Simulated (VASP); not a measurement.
# CoSi2 (Fm-3m) in VASP: further runs, part 3 of 3

VASP 6.6.1. Earlier steps stand in the parts before.

## Step 6: Single point, PBEsol, collinear spin, ferromagnetic start (11.00 Å³/atom)

This run uses another cell than the first one, of 11.00 Å³/atom.

Contents of INCAR:

```
SYSTEM = CoSi2
PREC = Accurate ; ENCUT = 520
EDIFF = 1E-6 ; ISMEAR = 0
SIGMA = 0.15 ; LREAL = .FALSE.
LASPH = .TRUE. ; NELM = 150
ALGO = Normal ; ISIF = 2
LWAVE = .FALSE. ; LCHARG = .FALSE.
ISPIN = 2 ; MAGMOM = 0.55 0 0
LORBIT = 11 ; NUPDOWN = 0.55
LMAXMIX = 4 ; GGA = PS
NBANDS = 20
```

Contents of KPOINTS:

```
Automatic mesh
0
G
  14 14 14
  0 0 0
```

Contents of POSCAR:

```
CoSi2
1.0
    0.0000000000      2.5455130630      2.5455130630
    2.5455130630      0.0000000000      2.5455130630
    2.5455130630      2.5455130630      0.0000000000
Co Si
1 2
Direct
    0.0000000000      0.0000000000      0.0000000000
    0.2500000000      0.2500000000      0.2500000000
    0.7500000000      0.7500000000      0.7500000000
```

Potentials or basis: VASP PAW PBE potentials, release 64 (Co, Si).

Started as:

```
$ cat potpaw_PBE.64/Co/POTCAR potpaw_PBE.64/Si/POTCAR > POTCAR
$ mpirun -np 1 vasp_std > vasp.out
```

OUTCAR:

```text
SYSTEM = CoSi2
   PREC = Accurate
   ENCUT = 520
   EDIFF = 1E-6
   ISMEAR = 0
   LREAL = .FALSE.
   LASPH = .TRUE.
   NELM = 150
   ISIF = 2
   ISPIN = 2
   LORBIT = 11
   NUPDOWN = 0.55
   GGA = PS

 ion  position               nearest neighbor table
   1  0.000  0.000  0.000-   3 2.20   3 2.20   3 2.20   2 2.20   3 2.20   2 2.20   2 2.20   2 2.20

   2  0.250  0.250  0.250-   1 2.20   1 2.20   1 2.20   1 2.20   3 2.55   3 2.55   3 2.55   3 2.55
                             3 2.55   3 2.55
   3  0.750  0.750  0.750-   1 2.20   1 2.20   1 2.20   1 2.20   2 2.55   2 2.55   2 2.55   2 2.55
                             2 2.55   2 2.55

  LATTYP: Found a face centered cubic cell.
 ALAT       =     5.0910261260

  Lattice vectors:

 A1 = (   0.0000000000,   2.5455130630,   2.5455130630)
 A2 = (   2.5455130630,   0.0000000000,   2.5455130630)
 A3 = (   2.5455130630,   2.5455130630,   0.0000000000)

Analysis of symmetry for initial positions (statically):
=====================================================================
 Subroutine PRICEL returns:
 Original cell was already a primitive cell.

 Routine SETGRP: Setting up the symmetry group for a
 face centered cubic supercell.

 Subroutine GETGRP returns: Found 48 space group operations
 (whereof 48 operations were pure point group operations)
 out of a pool of 48 trial point group operations.

The static configuration has the point symmetry O_h .

Analysis of symmetry for dynamics (positions and initial velocities):
=====================================================================
 Subroutine PRICEL returns:
 Original cell was already a primitive cell.

 Routine SETGRP: Setting up the symmetry group for a
 face centered cubic supercell.

 Subroutine GETGRP returns: Found 48 space group operations
 (whereof 48 operations were pure point group operations)
 out of a pool of 48 trial point group operations.

The dynamic configuration has the point symmetry O_h .

Analysis of structural, dynamic, and magnetic symmetry:
=====================================================================
 Subroutine PRICEL returns:
 Original cell was already a primitive cell.

 Routine SETGRP: Setting up the symmetry group for a
 face centered cubic supercell.

 Subroutine GETGRP returns: Found 48 space group operations
 (whereof 48 operations were pure point group operations)
 out of a pool of 48 trial point group operations.

The overall configuration has the point symmetry O_h .

 Subroutine INISYM returns: Found 48 space group operations
 (whereof 48 operations are pure point group operations),
 and found     1 'primitive' translations

----------------------------------------------------------------------------------------

                                     Primitive cell

  volume of cell :      32.9880

  direct lattice vectors                    reciprocal lattice vectors
     0.000000000  2.545513063  2.545513063    -0.196424056  0.196424056  0.196424056
     2.545513063  0.000000000  2.545513063     0.196424056 -0.196424056  0.196424056
     2.545513063  2.545513063  0.000000000     0.196424056  0.196424056 -0.196424056

  length of vectors
     3.599899097  3.599899097  3.599899097     0.340216445  0.340216445  0.340216445

[... 71 lines left out ...]
   NGXF,Y,Z  is equivalent  to a cutoff of  25.86, 25.86, 25.86 a.u.
 SYSTEM =  CoSi2
   PREC   = accura    normal or accurate (medium, high low for compatibility)
   ISTART =      0    job   : 0-new  1-cont  2-samecut
   ICHARG =      2    charge: 1-file 2-atom 10-const
   ISPIN  =      2    spin polarized calculation?
   LNONCOLLINEAR =      F non collinear calculations
   LSORBIT =      F    spin-orbit coupling
   LASPH  =      T    aspherical Exc in radial PAW
   ENCUT  =  520.0 eV  38.22 Ry    6.18 a.u.   6.69  6.69  6.69*2*pi/ulx,y,z
   NELM   =    150;   NELMIN=  2; NELMDL= -5     # of ELM steps
   EDIFF  = 0.1E-05   stopping-criterion for ELM
   LREAL  =      F    real-space projection
   EDIFFG = 0.1E-04   stopping-criterion for IOM
   NSW    =      0    number of steps for IOM
   IBRION =     -1    ionic relax: 0-MD 1-quasi-New 2-CG
   NFREE  =      0    steps in history (QN), initial steepest desc. (CG)
   ISIF   =      2    stress and relaxation
   ISYM   =      2    0-nonsym 1-usesym 2-fastsym
   POTIM  = 0.5000    time-step for ionic-motion
   TEBEG  =    0.0;   TEEND  =   0.0 temperature during run
   PSTRESS=    0.0 pullay stress
   NELECT =      17.0000    total number of electrons
   NUPDOWN=       0.5500    fix difference up-down
   EMIN   =  10.00;   EMAX   =-10.00  energy-range for DOS
   EFERMI =   0.00;   METHOD = LEGACY
   ISMEAR =     0;   SIGMA  =   0.15  broadening in eV -4-tet -1-fermi 0-gaus
   EFERMI_NEDOS =   21; number of points for ismear=-14 and -15
   IALGO  =     38    algorithm
   IMIX   =      4    mixing-type and parameters
     AMIX     =   0.40;   BMIX     =  1.00
     AMIX_MAG =   1.60;   BMIX_MAG =  1.00
  volume/ion in A,a.u.               =      11.00        74.20
  Fermi-wavevector in a.u.,A,eV,Ry     =   1.312520  2.480302 23.438863  1.722708
  Thomas-Fermi vector in A             =   2.442906
   LORBIT       =     11    0 simple, 1 ext, 2 COOP (PROOUT), +10 PAW based schemes
   GGA     = PS    functional components
   LHFCALC =     F    Hartree Fock is set to
   AEXX    =    0.0000 exact exchange contribution
   IVDW    =     0    specifies the selected vdW correction
   LEPSILON=     F    determine dielectric tensor
   LRPA    =     F    only Hartree local field effects (RPA)
 spin polarized calculation
 Gauss-broadening in eV      SIGMA  =   0.15
  energy-cutoff  :      520.00
  volume of cell :       32.99
 maximum number of plane-waves:       905
   NGX = 13   NGY = 13   NGZ = 13

 number of electron      16.9999999 magnetization       0.5500000

 Free energy of the ion-electron system (eV)
  ---------------------------------------------------
  ext. energy  EPLUGINS =         0.00000000
  ---------------------------------------------------
  free energy    TOTEN  =       -20.41913626 eV

  energy without entropy =      -20.40854838  energy(sigma->0) =      -20.41384232

 E-fermi :  11.7916     XC(G=0): -12.5676

 val. band max:       12.8723633078   @ k =  -0.2857   0.1429   0.0000
 cond. band min:      11.8096698087   @ k =   0.4286   0.0714   0.0000
 fundamental gap:     -1.0626934991
 Fermi energy:        13.0153521856

 spin component 1

 k-point     1 :       0.0000    0.0000    0.0000
  band No.  band energies     occupation
      1      -2.2409      1.00000
      2       7.2562      1.00000
      3       7.2562      1.00000
      4       7.2562      1.00000
      5       9.5598      1.00000
      6       9.5598      1.00000
[... 541 lines left out ...]
     19      27.9463      0.00000
     20      30.3293      0.00000

 [... further k-points ...]

 spin component 2

 k-point     1 :       0.0000    0.0000    0.0000
  band No.  band energies     occupation
      1      -2.0936      1.00000
      2       7.4571      1.00000
      3       7.4571      1.00000
      4       7.4571      1.00000
      5       9.8188      1.00000
      6       9.8188      1.00000
[... 541 lines left out ...]
     19      28.0499      0.00000
     20      30.4869      0.00000

 [... further k-points ...]
[... 5 lines left out ...]
  --------------------------------------------------------------------------------------
  -------------------------------------------------------------------------------------
  Total        7.0831546      7.0831546      7.0831546     -0.0000000      0.0000000     -0.0000000
  in kB      344.0181212    344.0181212    344.0181212     -0.0000000      0.0000000     -0.0000000
  external PRESSURE =     344.0181212 kB  Pullay stress =       0.0000000 kB

 VOLUME and BASIS-vectors are now :
 -----------------------------------------------------------------------------
  energy-cutoff  :      520.00
  volume of cell :       32.99
      direct lattice vectors                 reciprocal lattice vectors
     0.000000000  2.545513063  2.545513063    -0.196424056  0.196424056  0.196424056
     2.545513063  0.000000000  2.545513063     0.196424056 -0.196424056  0.196424056
     2.545513063  2.545513063  0.000000000     0.196424056  0.196424056 -0.196424056

 POSITION                                       TOTAL-FORCE (eV/Angst)
 -----------------------------------------------------------------------------------
      0.00000      0.00000      0.00000         0.000000      0.000000      0.000000
      1.27276      1.27276      1.27276        -0.000000     -0.000000     -0.000000
      3.81827      3.81827      3.81827         0.000000      0.000000      0.000000
 -----------------------------------------------------------------------------------
    total drift:                               -0.000000     -0.000000      0.000000

  FREE ENERGIE OF THE ION-ELECTRON SYSTEM (eV)
  ---------------------------------------------------
  free  energy   TOTEN  =       -20.4191362631 eV

  energy  without entropy=      -20.4085483792  energy(sigma->0) =      -20.41384232

 total charge

# of ion       s       p       d       tot
------------------------------------------
    1        0.631   0.927   7.774   9.332
    2        0.721   0.981   0.000   1.703
    3        0.721   0.981   0.000   1.703
--------------------------------------------------
tot          2.073   2.890   7.774  12.737

 magnetization (x)

# of ion       s       p       d       tot
------------------------------------------
    1        0.008   0.094   0.227   0.328
    2        0.003   0.043   0.000   0.046
    3        0.003   0.043   0.000   0.046
--------------------------------------------------
tot          0.014   0.179   0.227   0.420
```

OSZICAR:

```text
N       E                     dE             d eps       ncg     rms          rms(c)
DAV:   1     0.713105025455E+02    0.71311E+02   -0.65690E+03  8392   0.840E+02
DAV:   2    -0.172535097495E+02   -0.88564E+02   -0.77358E+02  8816   0.196E+02
DAV:   3    -0.219849913741E+02   -0.47315E+01   -0.45883E+01 10192   0.476E+01
DAV:   4    -0.220574372345E+02   -0.72446E-01   -0.72323E-01  9748   0.536E+00
DAV:   5    -0.220593367391E+02   -0.18995E-02   -0.18992E-02 10220   0.909E-01    0.178E+01
DAV:   6    -0.243826933108E+02   -0.23234E+01   -0.15150E+01  9416   0.810E+01    0.148E+01
DAV:   7    -0.205322176881E+02    0.38505E+01   -0.73921E+00  9964   0.630E+01    0.476E+00
DAV:   8    -0.204401883741E+02    0.92029E-01   -0.32471E-01  9340   0.329E+00    0.158E+00
DAV:   9    -0.204192702860E+02    0.20918E-01   -0.33272E-02 10188   0.322E+00    0.508E-01
DAV:  10    -0.204191763211E+02    0.93965E-04   -0.29645E-03  9984   0.425E-01    0.270E-01
DAV:  11    -0.204191565891E+02    0.19732E-04   -0.28669E-04 10928   0.231E-01    0.562E-02
DAV:  12    -0.204191356221E+02    0.20967E-04   -0.99229E-05 11528   0.177E-01    0.226E-02
DAV:  13    -0.204191362631E+02   -0.64097E-06   -0.37518E-06  9652   0.145E-02
   1 F= -.20419136E+02 E0= -.20413842E+02  d E =-.105879E-01  mag=     0.5500
```

stdout:

```text
POSCAR found type information on POSCAR CoSi
 POSCAR found :  2 types and       3 ions
 scaLAPACK will be used
 -----------------------------------------------------------------------------
|                                                                             |
|                                                                             |
|     You enforced a specific xc type in the INCAR file but a different       |
|     I HOPE YOU KNOW WHAT YOU ARE DOING!                                     |
|                                                                             |
 -----------------------------------------------------------------------------

 LDA part: xc-table for (Slater+PW92), standard interpolation
 POSCAR, INCAR and KPOINTS ok, starting setup
 FFT: planning ... GRIDC
 FFT: planning ... GRID_SOFT
 FFT: planning ... GRID
 WAVECAR not read
 entering main loop
```

Wall time 54 s (1 thread of Intel Xeon 6975P-C (Granite Rapids), shared host); peak memory 0.24 GiB.

Results:

```
Free energy                                           : -20.4191 eV
Pressure                                              : 34.4 GPa
Net moment                                            : 0.55 μB per cell
Site moments                                          : Co +0.33; Si +0.05 μB
Valence electrons inside the program's atomic spheres : Co 9.33; Si 1.70
```

Caveat: the cell stands under pressure; the PAW data sets were made with another functional, which shifts forces and pressure a little; the total moment is fixed, so each spin has its own Fermi level.

## Step 7: The runs side by side

| spin | fixed moment (μB) | cell | gap on the mesh (eV) | pressure (GPa) | moment (μB) |
| --- | --- | --- | --- | --- | --- |
| off | - | a = 3.854 Å, angles 60.0°, 3 atoms | none | -12.6 | - |
| off | - | a = 3.901 Å, angles 60.0°, 3 atoms | none | -16.9 | - |
| collinear, ferromagnetic start | 2.2 | a = 3.600 Å, angles 60.0°, 3 atoms | - | 51.9 | 2.20 |
| collinear, ferromagnetic start | 1.1 | a = 3.600 Å, angles 60.0°, 3 atoms | - | 38.6 | 1.10 |
| collinear, ferromagnetic start | 0.55 | a = 3.600 Å, angles 60.0°, 3 atoms | - | 34.4 | 0.55 |

Alike in all rows: task single point; level PBEsol; potentials or basis VASP PAW PBE potentials, release 64 (Co, Si); k mesh 14 × 14 × 14; cutoff (eV) 520; smearing gaussian 0.15 eV.

Caveats: the PAW data sets were made with another functional, which shifts forces and pressure a little; the cell stands under pressure (at least some runs); the total moment is fixed, so each spin has its own Fermi level (at least some runs); the cell stands under tension (at least some runs).

Total energies depend on the potentials used, so only differences within one code and one set of settings carry meaning.
